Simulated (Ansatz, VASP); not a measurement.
## One calculation of InSb, two programs

The input INCAR:

```
SYSTEM = InSb
PREC = Accurate
ENCUT = 520
EDIFF = 1E-6
ISMEAR = 0
SIGMA = 0.15
LREAL = .False.
LASPH = .True.
NELM = 80
ALGO = Normal
ISIF = 2
LWAVE = .False.
LCHARG = .True.
LELF = .True.
LVHAR = .True.
NBANDS = 16
```

Contents of KPOINTS:

```
regular mesh
0
Gamma
  16 16 8
  0 0 0
```

The input POSCAR:

```
InSb
1.0
    2.7819669451      0.0000000000      0.0000000000
    0.0000000000      2.7819669451      0.0000000000
    0.0000000000      0.0000000000      5.9253113965
In Sb
1 1
Direct
    0.0000000000      0.0000000000      0.0000000000
    0.0000000000      0.0000000000      0.5000000000
```

Input for Ansatz:

```yaml
crystal:
  lattice:
    - [2.7819669451, 0.0, 0.0]
    - [0.0, 2.7819669451, 0.0]
    - [0.0, 0.0, 5.9253113965]
  atoms:
    - { symbol: In, position: [0.0, 0.0, 0.0] }
    - { symbol: Sb, position: [0.0, 0.0, 0.5] }
basis:
  ecutwfc: 420
kpoints:
  mp_grid: { grid: [16, 16, 8] }
hamiltonian:
  xc: lda
  pseudopotentials: { kind: paw, azcp: { folder: soft_1 } }
scf:
  occupations: { method: gaussian, width: 0.15 }
output:
  forces: true
  stress: true
  eigenvalues: true
```

Alike in both runs: task single point; functional LDA; k mesh 16 × 16 × 8; occupations gaussian, width 0.15 eV; no spin polarisation.

```csv
,VASP,Ansatz
version,VASP 6.6.1,Ansatz 0.2.0
potentials or method,"VASP PAW LDA potentials, release 64 (In_d, Sb), cutoff 520 eV","scalar-relativistic, plane waves, PAW"
valence electrons in the cell,18,28
```

```tsv
	VASP	Ansatz	Ansatz less VASP
gap on the k mesh at the Fermi level (eV)	none	none	-
pressure (GPa)	16.0	15.5	-0.50
traceless stress, the component that is largest in VASP (GPa)	-8.95	-8.69	+0.267
```

Ansatz warns that its potentials were made for another functional, while VASP's fit it. LDA's correlation is that of Perdew and Zunger in VASP and of Perdew and Wang (1992) in Ansatz. A gap of «none» marks a metal or a gap that the smearing closes. VASP's potentials hold 18 valence electrons a cell and Ansatz's 28, so a difference there can come from the potentials and not from the codes.

Neither program's run includes spin-orbit coupling.
